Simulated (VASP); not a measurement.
The system is Ti2NbB3.

```
CELL_PARAMETERS angstrom
3.37813 0.00000 0.00000
-1.68907 2.92555 0.00000
0.00000 0.00000 5.88883
ATOMIC_POSITIONS crystal
Ti 0.66667 0.33333 0.69023
Ti 0.33333 0.66667 0.30977
Nb 0.00000 0.00000 0.00000
B 0.66667 0.33333 0.35293
B 0.33333 0.66667 0.64707
B 0.00000 0.00000 0.50000
```

| Item | Value |
| --- | --- |
| Program | VASP 6.6.1 |
| Task | relaxation of cell and atoms |
| Functional | PBE |
| Potentials or basis | VASP PAW PBE potentials, release 64 (Ti_sv, Nb_sv, B) |
| Cutoff | 600 eV |
| k mesh | 6 × 6 × 4 |
| Occupations | gaussian, width 0.1 eV |
| Spin | no spin polarisation |

At the start: pressure 50.9 GPa; volume 9.70 Å³/atom.

Problem. Where does the relaxation end?

Solution. Over 36 steps the energy falls by 1298.2 meV/atom and the volume is 11.83 Å³/atom (+22.0 %); space group P-3m1 (No. 164, to 0.05 Å).

The path:
```csv
step,energy change (eV),largest force (eV/Å),pressure (GPa),volume (Å³)
1,0.0000,3.0445,50.87,58.20
2,-0.7100,1.8779,-22.95,88.18
3,-2.0990,1.5631,-2.84,72.34
4,-2.1012,1.5825,-1.94,71.91
5,-2.5444,2.2464,-2.70,72.13
6,-3.9053,3.2195,-5.17,72.62
7,-3.9568,3.4201,-7.16,72.93
8,-4.3007,2.6050,-7.26,72.92
9,-4.4143,2.5286,-7.16,72.68
10,-4.6610,2.5808,-6.37,71.95
11,-4.6981,2.8040,-3.32,70.50
12,-4.7570,2.7112,-4.82,71.12
13,-4.9674,2.5020,-4.07,70.70
14,-5.5791,1.5855,-1.14,69.43
15,-6.1820,1.0297,7.40,66.72
16,-6.3978,1.0533,3.71,68.11
17,-6.6661,1.0570,-4.36,71.64
18,-6.6866,1.2099,-6.13,72.52
19,-6.9607,1.1347,-2.12,71.03
20,-7.1375,2.7580,16.58,66.10
21,-7.2390,1.4283,7.17,68.27
22,-7.2460,1.7673,9.26,67.73
23,-7.3410,1.9828,9.46,67.83
24,-7.4140,2.3012,10.79,67.94
25,-7.4359,2.1714,10.16,67.94
26,-7.5704,1.6891,5.81,69.18
27,-7.7048,0.8991,-3.33,72.28
28,-7.7054,0.8688,-3.77,72.46
29,-7.7394,0.7055,-2.69,71.98
30,-7.7861,0.1086,0.89,70.61
31,-7.7861,0.0905,1.06,70.55
32,-7.7882,0.0862,0.42,70.79
33,-7.7887,0.0831,-0.05,70.96
34,-7.7887,0.0837,-0.07,70.98
35,-7.7890,0.0528,-0.05,70.98
36,-7.7892,0.0023,0.00,70.97
```

Final structure:
```
Ti Nb B
1.0
     3.22443    0.00000    0.00000
    -1.61222    2.79244    0.00000
     0.00000    0.00000    7.88245
Ti Nb B
2 1 3
Direct
  0.66667 0.33333 0.66386
  0.33333 0.66667 0.33614
  0.00000 0.00000 0.00000
  0.66667 0.33333 0.16980
  0.33333 0.66667 0.83020
  0.00000 0.00000 0.50000
```

Caveat: the volume moved by over 15 % at a fixed basis, so the end points are rough.
